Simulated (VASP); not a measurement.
A run of VASP 6.6.1:

File INCAR:

```
SYSTEM = HfN
  ALGO = Normal
  EDIFF = 1E-6
  ENCUT = 520
  GGA = PS
  ISIF = 2
  ISMEAR = 0
  LASPH = .True.
  LCHARG = .False.
  LREAL = .False.
  LWAVE = .False.
  NBANDS = 14
  NELM = 100
  PREC = Accurate
  SIGMA = 0.15
```

KPOINTS

```
k-points
0
Gamma
  16 16 16
  0 0 0
```

File POSCAR:

```
HfN
1.0
    0.0000000000      2.2584362400      2.3566291200
    2.2584362400      0.0000000000      2.3566291200
    2.2584362400      2.2584362400      0.0000000000
Hf N
1 1
Direct
    0.0000000000      0.0000000000      0.0000000000
    0.7500000000      0.7500000000      0.7500000000
```

Potentials or basis: VASP PAW PBE potentials, release 64 (Hf_pv, N).

Run with:

```sh
$ cat potpaw_PBE.64/Hf_pv/POTCAR potpaw_PBE.64/N/POTCAR > POTCAR
$ mpirun -np 1 vasp_std > vasp.out
```

Hardware: 1 thread of Intel(R) Xeon(R) 6975P-C (Granite Rapids), on a shared host.

Estimate the wall time of this run.

Run time: 28 s on 1 thread of Intel(R) Xeon(R) 6975P-C (Granite Rapids) (shared host), peak memory 0.24 GiB. Counts: scf iterations 13, k points 349.
